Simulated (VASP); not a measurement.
# W in VASP: notebook, part 2 of 2

VASP 6.6.1. The steps go on from the part before.

## (3) Single point, PBE

This run uses another cell than the first one, of 15.85 Å³/atom, 0.962 times its volume.

The input, INCAR:

```
SYSTEM = W
ALGO = Fast
EDIFF = 1E-7
ENCUT = 520
GGA = PE
ISIF = 2
ISMEAR = -1
LASPH = .TRUE.
LCHARG = .FALSE.
LREAL = .FALSE.
LWAVE = .FALSE.
NBANDS = 13
NELM = 80
PREC = Accurate
SIGMA = 0.03
```

The input, KPOINTS:

```
k-points
0
G
  5 5 5
  0 0 0
```

The input, POSCAR:

```
W
1.0
   -1.5823450000      1.5823450000      1.5823450000
    1.5823450000     -1.5823450000      1.5823450000
    1.5823450000      1.5823450000     -1.5823450000
W
1
Direct
    0.0000000000      0.0000000000      0.0000000000
```

Potentials or basis: VASP PAW PBE potentials, release 64 (W_sv).

Started as:

```bash
> cat potpaw_PBE.64/W_sv/POTCAR > POTCAR
> mpirun -np 1 vasp_std > vasp.out
```

OUTCAR:

```text
SYSTEM = W
   EDIFF = 1E-7
   ENCUT = 520
   GGA = PE
   ISIF = 2
   ISMEAR = -1
   LASPH = .TRUE.
   LREAL = .FALSE.
   NELM = 80
   PREC = Accurate

 ion  position               nearest neighbor table
   1  0.000  0.000  0.000-

  LATTYP: Found a body centered cubic cell.
 ALAT       =     3.1646900000

  Lattice vectors:

 A1 = (  -1.5823450000,   1.5823450000,   1.5823450000)
 A2 = (   1.5823450000,  -1.5823450000,   1.5823450000)
 A3 = (   1.5823450000,   1.5823450000,  -1.5823450000)

Analysis of symmetry for initial positions (statically):
=====================================================================
 Subroutine PRICEL returns:
 Original cell was already a primitive cell.

 Routine SETGRP: Setting up the symmetry group for a
 body centered cubic supercell.

 Subroutine GETGRP returns: Found 48 space group operations
 (whereof 48 operations were pure point group operations)
 out of a pool of 48 trial point group operations.

The static configuration has the point symmetry O_h .

Analysis of symmetry for dynamics (positions and initial velocities):
=====================================================================
 Subroutine PRICEL returns:
 Original cell was already a primitive cell.

 Routine SETGRP: Setting up the symmetry group for a
 body centered cubic supercell.

 Subroutine GETGRP returns: Found 48 space group operations
 (whereof 48 operations were pure point group operations)
 out of a pool of 48 trial point group operations.

The dynamic configuration has the point symmetry O_h .

 Subroutine INISYM returns: Found 48 space group operations
 (whereof 48 operations are pure point group operations),
 and found     1 'primitive' translations

----------------------------------------------------------------------------------------

                                     Primitive cell

  volume of cell :      15.8476

  direct lattice vectors                    reciprocal lattice vectors
    -1.582345000  1.582345000  1.582345000     0.000000000  0.315986716  0.315986716
     1.582345000 -1.582345000  1.582345000     0.315986716  0.000000000  0.315986716
     1.582345000  1.582345000 -1.582345000     0.315986716  0.315986716  0.000000000

  length of vectors
     2.740701935  2.740701935  2.740701935     0.446872699  0.446872699  0.446872699

  position of ions in fractional coordinates (direct lattice)
     0.000000000  0.000000000  0.000000000

  ion indices of the primitive-cell ions
   primitive index   ion index
                 1           1

----------------------------------------------------------------------------------------

 KPOINTS: k-points

Automatic generation of k-mesh.
 Grid dimensions read from file:
 generate k-points for:    5    5    5

 Generating k-lattice:

  Cartesian coordinates                     Fractional coordinates (reciprocal lattice)
     0.000000000  0.063197343  0.063197343     0.200000000  0.000000000  0.000000000
     0.063197343  0.000000000  0.063197343     0.000000000  0.200000000  0.000000000
     0.063197343  0.063197343  0.000000000     0.000000000  0.000000000  0.200000000

  Length of vectors
     0.089374540  0.089374540  0.089374540

  Shift w.r.t. Gamma in fractional coordinates (k-lattice)
     0.000000000  0.000000000  0.000000000

 Subroutine IBZKPT returns following result:
 ===========================================

 Found     10 irreducible k-points:

 Following reciprocal coordinates:
            Coordinates               Weight
  0.000000  0.000000  0.000000      1.000000
  0.200000  0.000000  0.000000     12.000000
  0.400000  0.000000  0.000000     12.000000
  0.200000  0.200000  0.000000     24.000000
  0.400000  0.200000  0.000000     24.000000
  0.200000  0.200000  0.200000      8.000000
 -0.200000  0.200000  0.200000      6.000000
 -0.400000  0.400000  0.200000     24.000000
 -0.400000 -0.400000  0.200000      8.000000
 -0.400000  0.400000  0.400000      6.000000
   k-points           NKPTS =     10   k-points in BZ     NKDIM =     10   number of bands    NBANDS=     13
   number of dos      NEDOS =    301   number of ions     NIONS =      1
   total plane-waves  NPLWV =   8000
   dimension x,y,z NGX =    20 NGY =   20 NGZ =   20
   dimension x,y,z NGXF=    40 NGYF=   40 NGZF=   40
   ions per type =               1
   NGX,Y,Z   is equivalent  to a cutoff of  12.13, 12.13, 12.13 a.u.
   NGXF,Y,Z  is equivalent  to a cutoff of  24.26, 24.26, 24.26 a.u.
 SYSTEM =  W
   PREC   = accura    normal or accurate (medium, high low for compatibility)
   ISTART =      0    job   : 0-new  1-cont  2-samecut
   ICHARG =      2    charge: 1-file 2-atom 10-const
   ISPIN  =      1    spin polarized calculation?
   LNONCOLLINEAR =      F non collinear calculations
   LSORBIT =      F    spin-orbit coupling
   LASPH  =      T    aspherical Exc in radial PAW
   ENCUT  =  520.0 eV  38.22 Ry    6.18 a.u.   5.10  5.10  5.10*2*pi/ulx,y,z
   NELM   =     80;   NELMIN=  2; NELMDL= -5     # of ELM steps
   EDIFF  = 0.1E-06   stopping-criterion for ELM
   LREAL  =      F    real-space projection
   EDIFFG = 0.1E-05   stopping-criterion for IOM
   NSW    =      0    number of steps for IOM
   IBRION =     -1    ionic relax: 0-MD 1-quasi-New 2-CG
   NFREE  =      0    steps in history (QN), initial steepest desc. (CG)
   ISIF   =      2    stress and relaxation
   ISYM   =      2    0-nonsym 1-usesym 2-fastsym
   POTIM  = 0.5000    time-step for ionic-motion
   TEBEG  =    0.0;   TEEND  =   0.0 temperature during run
   PSTRESS=    0.0 pullay stress
   NELECT =      14.0000    total number of electrons
   NUPDOWN=      -1.0000    fix difference up-down
   EMIN   =  10.00;   EMAX   =-10.00  energy-range for DOS
   EFERMI =   0.00;   METHOD = LEGACY
   ISMEAR =    -1;   SIGMA  =   0.03  broadening in eV -4-tet -1-fermi 0-gaus
   EFERMI_NEDOS =   21; number of points for ismear=-14 and -15
   IALGO  =     68    algorithm
   IMIX   =      4    mixing-type and parameters
     AMIX     =   0.40;   BMIX     =  1.00
     AMIX_MAG =   1.60;   BMIX_MAG =  1.00
  volume/ion in A,a.u.               =      15.85       106.94
  Fermi-wavevector in a.u.,A,eV,Ry     =   1.570832  2.968442 33.572544  2.467512
  Thomas-Fermi vector in A             =   2.672506
   LORBIT       =      0    0 simple, 1 ext, 2 COOP (PROOUT), +10 PAW based schemes
   GGA     = PE    functional components
   LHFCALC =     F    Hartree Fock is set to
   AEXX    =    0.0000 exact exchange contribution
   IVDW    =     0    specifies the selected vdW correction
   LEPSILON=     F    determine dielectric tensor
   LRPA    =     F    only Hartree local field effects (RPA)
 non-spin polarized calculation
 RMM-DIIS sequential band-by-band and
  energy-cutoff  :      520.00
  volume of cell :       15.85
 maximum number of plane-waves:       432
   NGX = 11   NGY = 11   NGZ = 11

 number of electron      14.0000004 magnetization

 Free energy of the ion-electron system (eV)
  ---------------------------------------------------
  ext. energy  EPLUGINS =         0.00000000
  ---------------------------------------------------
  free energy    TOTEN  =       -12.99814390 eV

  energy without entropy =      -12.99649172  energy(sigma->0) =      -12.99731781

 E-fermi :  11.0246     XC(G=0): -13.6462

 val. band max:       10.9526343912   @ k =   0.4000   0.0000   0.0000
 cond. band min:      11.7255180640   @ k =  -0.4000   0.4000   0.2000
 fundamental gap:      0.7728836728
 Fermi energy:        11.0245712500

 k-point     1 :       0.0000    0.0000    0.0000
  band No.  band energies     occupation
      1     -62.7666      2.00000
      2     -26.3245      2.00000
      3     -26.3245      2.00000
      4     -26.3245      2.00000
      5       1.8096      2.00000
      6      10.2052      2.00000
      7      10.2052      2.00000
      8      10.2052      2.00000
      9      13.6975      0.00000
     10      13.6975      0.00000
     11      25.9676      0.00000
     12      25.9676      0.00000
     13      25.9676      0.00000
[... 129 lines left out ...]
 k-point    10 :      -0.4000    0.4000    0.4000
  band No.  band energies     occupation
      1     -62.5521      2.00000
      2     -27.2212      2.00000
      3     -27.1376      2.00000
      4     -27.1376      2.00000
      5       6.1097      2.00000
      6       6.3014      2.00000
      7      14.0892      0.00000
      8      14.0892      0.00000
      9      15.6993      0.00000
     10      17.3025      0.00000
     11      23.2648      0.00000
     12      23.2648      0.00000
     13      29.4157      0.00000

------------------------ aborting loop because EDIFF is reached ----------------------------------------

  FORCE on cell =-STRESS in cart. coord.  units (eV):
  Direction    XX          YY          ZZ          XY          YZ          ZX
  --------------------------------------------------------------------------------------
  -------------------------------------------------------------------------------------
  Total        0.5947144      0.5947144      0.5947144      0.0000000     -0.0000000     -0.0000000
  in kB       60.1250580     60.1250580     60.1250580      0.0000000     -0.0000000     -0.0000000
  external PRESSURE =      60.1250580 kB  Pullay stress =       0.0000000 kB

 VOLUME and BASIS-vectors are now :
 -----------------------------------------------------------------------------
  energy-cutoff  :      520.00
  volume of cell :       15.85
      direct lattice vectors                 reciprocal lattice vectors
    -1.582345000  1.582345000  1.582345000     0.000000000  0.315986716  0.315986716
     1.582345000 -1.582345000  1.582345000     0.315986716  0.000000000  0.315986716
     1.582345000  1.582345000 -1.582345000     0.315986716  0.315986716  0.000000000

 POSITION                                       TOTAL-FORCE (eV/Angst)
 -----------------------------------------------------------------------------------
      0.00000      0.00000      0.00000        -0.000000      0.000000     -0.000000
 -----------------------------------------------------------------------------------
    total drift:                                0.000000     -0.000000      0.000000

  FREE ENERGIE OF THE ION-ELECTRON SYSTEM (eV)
  ---------------------------------------------------
  free  energy   TOTEN  =       -12.9981438952 eV

  energy  without entropy=      -12.9964917197  energy(sigma->0) =      -12.99731781
```

It took 3.6 s on 1 thread of Intel Xeon Platinum 8375C at 2.90GHz (Ice Lake), shared host; peak memory 0.12 GiB.

Results:

```
Free energy            : -12.9981 eV
Pressure               : 6.0 GPa
Band gap on the k mesh : zero (band 7 reaches 14.09 eV, above the bottom of band 8 at 10.21 eV)
```

Levels at points of the mesh, in eV from the Fermi level:
| k point | band 3 | band 4 | band 5 | band 6 | band 7 | band 8 | band 9 | band 10 | band 11 | band 12 |
| --- | --- | --- | --- | --- | --- | --- | --- | --- | --- | --- |
| (0.00, 0.00, 0.00) | -37.35 | -37.35 | -9.21 | -0.82 | -0.82 | -0.82 | 2.67 | 2.67 | 14.94 | 14.94 |

Caveat: the k points lie up to 0.56 Å⁻¹ apart; spin-orbit coupling is left out, which moves the levels of the heavy elements.

## (4) Single point, PBE

This run uses another cell than the first one, of 15.85 Å³/atom, 0.962 times its volume.

The input, INCAR:

```
PREC = Accurate
ENCUT = 520
EDIFF = 1E-6
ISMEAR = 0
SIGMA = 0.017
LREAL = F
LASPH = T
NELM = 100
ALGO = Normal
ISIF = 2
LWAVE = F
LCHARG = T
GGA = PE
LELF = T
LVHAR = T
NBANDS = 13
```

The input, KPOINTS:

```
regular mesh
0
Gamma
  12 12 12
```

POSCAR is that of step 3.

Started as:

```bash
> cat potpaw_PBE.64/W_sv/POTCAR > POTCAR
> mpirun -np 1 vasp_std > vasp.out
```

Run time: 10 s. Hardware: 1 thread of Intel Xeon Platinum 8375C at 2.90GHz (Ice Lake), shared host; peak memory 0.13 GiB.

The run converged. Its results:

```yaml
Free_energy: -12.9477 eV
Pressure: 6.7 GPa
Band_gap_on_the_k_mesh: zero (band 7 reaches 16.61 eV, above the bottom of band 8 at 10.21 eV)
```

Levels at points of the mesh, in eV from the Fermi level:
| k point | band 3 | band 4 | band 5 | band 6 | band 7 | band 8 | band 9 | band 10 | band 11 | band 12 |
| --- | --- | --- | --- | --- | --- | --- | --- | --- | --- | --- |
| (0.00, 0.00, 0.00) | -37.64 | -37.64 | -9.52 | -1.12 | -1.12 | -1.12 | 2.38 | 2.38 | 14.64 | 14.64 |
| (0.50, 0.00, 0.00) | -38.06 | -37.65 | -6.16 | -3.45 | 0.80 | 2.27 | 3.25 | 6.26 | 11.20 | 11.61 |
| (0.50, 0.50, 0.50) | -38.54 | -38.54 | -5.72 | -5.72 | 5.28 | 5.28 | 5.28 | 8.37 | 8.37 | 8.37 |

Caveat: spin-orbit coupling is left out, which moves the levels of the heavy elements.

## (5) Single point, PBE

This run uses another cell than the first one, of 15.85 Å³/atom, 0.962 times its volume.

The input, INCAR:

```
SYSTEM = W
ALGO = Normal
EDIFF = 1E-7
ENCUT = 520
GGA = PE
ISIF = 2
ISMEAR = 0
LASPH = .TRUE.
LCHARG = .TRUE.
LELF = .TRUE.
LREAL = .FALSE.
LVHAR = .TRUE.
LWAVE = .FALSE.
NBANDS = 13
NELM = 100
PREC = Accurate
SIGMA = 0.013000000000000001
```

The input, KPOINTS:

```
k-points
0
G
  12 12 12
  0 0 0
```

POSCAR is that of step 4.

Started as:

```bash
> cat potpaw_PBE.64/W_sv/POTCAR > POTCAR
> mpirun -np 1 vasp_std > vasp.out
```

It took 10 s on 1 thread of Intel Xeon Platinum 8375C at 2.90GHz (Ice Lake), shared host; peak memory 0.13 GiB.

Results (log left out):

```yaml
Free_energy: -12.9477 eV
Pressure: 6.7 GPa
Band_gap_on_the_k_mesh: zero (band 7 reaches 16.61 eV, above the bottom of band 8 at 10.21 eV)
```

Levels at points of the mesh, in eV from the Fermi level:
```tsv
k point	band 5	band 6	band 7	band 8	band 9	band 10
(0.00, 0.00, 0.00)	-9.51	-1.11	-1.11	-1.11	2.38	2.38
(0.50, 0.00, 0.00)	-6.16	-3.45	0.80	2.27	3.25	6.27
(0.50, 0.50, 0.50)	-5.72	-5.72	5.28	5.28	5.28	8.37
```

Caveat: spin-orbit coupling is left out, which moves the levels of the heavy elements.

## (6) Single point, revPBE+D4

This run uses another cell than the first one, of 15.79 Å³/atom, 0.958 times its volume.

The input, INCAR:

```
SYSTEM = W
ALGO     = Normal         ! electronic algorithm
EDIFF    = 1E-6           ! SCF threshold, eV
ENCUT    = 520            ! plane-wave cutoff, eV
GGA      = RE             ! functional
ISIF     = 2              ! what is computed and relaxed
ISMEAR   = -1             ! smearing method
IVDW     = 13             ! dispersion correction
LASPH    = .TRUE.         ! aspherical terms in the spheres
LCHARG   = .FALSE.        ! write CHGCAR
LREAL    = .FALSE.        ! projectors in reciprocal space
LWAVE    = .FALSE.        ! write WAVECAR
NBANDS   = 13             ! bands
NELM     = 60             ! most SCF steps
PREC     = Accurate       ! precision mode
SIGMA    = 0.05           ! smearing width, eV
```

KPOINTS is that of step 5.

The input, POSCAR:

```
W
1.0
   -1.5802744736      1.5802744736      1.5802744736
    1.5802744736     -1.5802744736      1.5802744736
    1.5802744736      1.5802744736     -1.5802744736
W
1
Direct
    0.0000000000      0.0000000000      0.0000000000
```

Potentials or basis: VASP PAW PBE potentials, release 64 (W_sv).

Started as:

```bash
> cat potpaw_PBE.64/W_sv/POTCAR > POTCAR
> mpirun -np 1 vasp_std > vasp.out
```

Wall time 9.9 s (1 thread of Intel Xeon Platinum 8375C at 2.90GHz (Ice Lake), shared host); peak memory 0.13 GiB.

Results (log left out):

| Quantity | Value |
| --- | --- |
| Free energy | -13.5175 eV |
| Pressure | 0.5 GPa |
| Band gap on the k mesh | zero (band 7 reaches 16.76 eV, above the bottom of band 8 at 10.33 eV) |
| Dispersion energy per atom | -1.018 eV |

Levels at points of the mesh, in eV from the Fermi level:
```tsv
k point	band 3	band 4	band 5	band 6	band 7	band 8	band 9	band 10	band 11	band 12
(0.00, 0.00, 0.00)	-37.66	-37.66	-9.57	-1.14	-1.14	-1.14	2.38	2.38	14.59	14.59
(0.50, 0.00, 0.00)	-38.09	-37.67	-6.21	-3.50	0.76	2.27	3.26	6.28	11.25	11.57
(0.50, 0.50, 0.50)	-38.58	-38.58	-5.77	-5.77	5.29	5.29	5.29	8.36	8.36	8.36
```

Caveat: the PAW data sets were made with another functional, which shifts forces and pressure a little; spin-orbit coupling is left out, which moves the levels of the heavy elements; pairwise dispersion overbinds metals, which lowers pressure and volume.

## (7) The runs side by side

```tsv
level	cell	k mesh	smearing	gap on the mesh (eV)	pressure (GPa)
PBEsol	a = 2.778 Å, angles 110.5, 110.5, 107.3°, 1 atom	10 × 10 × 10	fermi-dirac 0.05 eV	none	-13.5
PBE	a = 2.741 Å, angles 109.5°, 1 atom	5 × 5 × 5	fermi-dirac 0.03 eV	none	6.0
PBE	a = 2.741 Å, angles 109.5°, 1 atom	12 × 12 × 12	gaussian 0.017 eV	none	6.7
PBE	a = 2.741 Å, angles 109.5°, 1 atom	12 × 12 × 12	gaussian 0.013 eV	none	6.7
revPBE+D4	a = 2.737 Å, angles 109.5°, 1 atom	12 × 12 × 12	fermi-dirac 0.05 eV	none	0.5
```

Alike in all rows: task single point; potentials or basis VASP PAW PBE potentials, release 64 (W_sv); no spin polarisation; cutoff (eV) 520.

Caveats: some runs use coarse meshes; spin-orbit coupling is left out, which moves the levels of the heavy elements; the PAW data sets were made with another functional, which shifts forces and pressure a little (some runs); pairwise dispersion overbinds metals, which lowers pressure and volume (some runs).

Total energies depend on the potentials used, so only differences within one code and one set of settings carry meaning.
